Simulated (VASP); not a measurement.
A run of VASP 6.6.1 is set up as follows.

The input POSCAR:

```
Si
1.0
    0.0000000000      2.7221053414      2.9398737687
    2.7221053414      0.0000000000      2.9398737687
    2.7221053414      2.7221053414      0.0000000000
Si
2
Direct
    0.5000000000      0.5000000000      0.5000000000
    0.7500000000      0.7500000000      0.7500000000
```

The input INCAR.step1:

```
PREC = Accurate
ENCUT = 520
ISMEAR = 0
SIGMA = 0.05
LREAL = F
LASPH = T
NELM = 80
NBANDS = 11
GGA = PE
ALGO = Normal
EDIFF = 1E-4
LWAVE = T
LCHARG = F
```

INCAR.step2

```
PREC = Accurate
ENCUT = 520
EDIFF = 1E-6
ISMEAR = 0
SIGMA = 0.05
LREAL = F
LASPH = T
NELM = 80
ALGO = Normal
ISIF = 2
LWAVE = F
LCHARG = F
METAGGA = R2SCAN
LMIXTAU = T
NBANDS = 11
ISTART = 1
```

File KPOINTS:

```
regular mesh
0
Gamma
  8 8 8
```

Potentials or basis: VASP PAW PBE potentials, release 64 (Si).

Launch:

```sh
$ cat potpaw_PBE.64/Si/POTCAR > POTCAR
$ cp INCAR.step1 INCAR
$ mpirun -np 1 vasp_std > vasp.out
$ cp INCAR.step2 INCAR
$ mpirun -np 1 vasp_std > vasp.out
```

Question: What does it give for the band gap on the k mesh?

Answer: 0.51 eV, indirect (least direct gap 2.17 eV).

Question: Estimate the pressure.

Answer: -6.6 GPa.

Stress tensor (GPa, compression positive):
```
 -3.65   0.00   0.00
  0.00  -3.65   0.00
  0.00   0.00 -12.55
```

Caveat: the cell differs from its parent crystal (strain +0.000 along x and y, +0.080 along z); the PAW data sets were made with another functional, which shifts forces and pressure a little. A k mesh can miss the band edges.
